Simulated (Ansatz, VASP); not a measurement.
CsSnI3: VASP beside Ansatz

```
Cs Sn I
1.0
     6.37943    0.00000    0.00000
     0.00000    6.37943    0.00000
     0.00000    0.00000    6.37943
Cs Sn I
1 1 3
Direct
  0.00000 0.00000 0.00000
  0.50000 0.50000 0.50000
  0.00000 0.50000 0.50000
  0.50000 0.00000 0.50000
  0.50000 0.50000 0.00000
```

Change from the starting cell: equal strain along all axes, cell held, atoms relaxed: +4.0 %.

Alike in both runs: task single point; functional PBEsol; k mesh 6 × 6 × 6; occupations gaussian, width 0.01 eV; no spin polarisation.

```csv
,VASP,Ansatz
version,VASP 6.6.1,Ansatz 0.2.0
potentials or method,"VASP PAW PBE potentials, release 64 (Cs_sv, Sn_d, I), cutoff 520 eV","scalar-relativistic, plane waves, PAW"
valence electrons in the cell,44,74
```

```csv
,VASP,Ansatz,Ansatz less VASP
gap on the k mesh at the Fermi level (eV),0.60,0.60,+0.007
least direct gap on the mesh (eV),0.60,0.60,+0.007
pressure (GPa),-1.6,-1.6,+0.01
```

VASP's potentials were made for PBE, not for PBEsol. With one functional, cell and mesh, what is left measures potentials, basis and numerics. VASP's potentials hold 44 valence electrons a cell and Ansatz's 74, so a difference there can come from the potentials and not from the codes.

Neither program's run includes spin-orbit coupling.
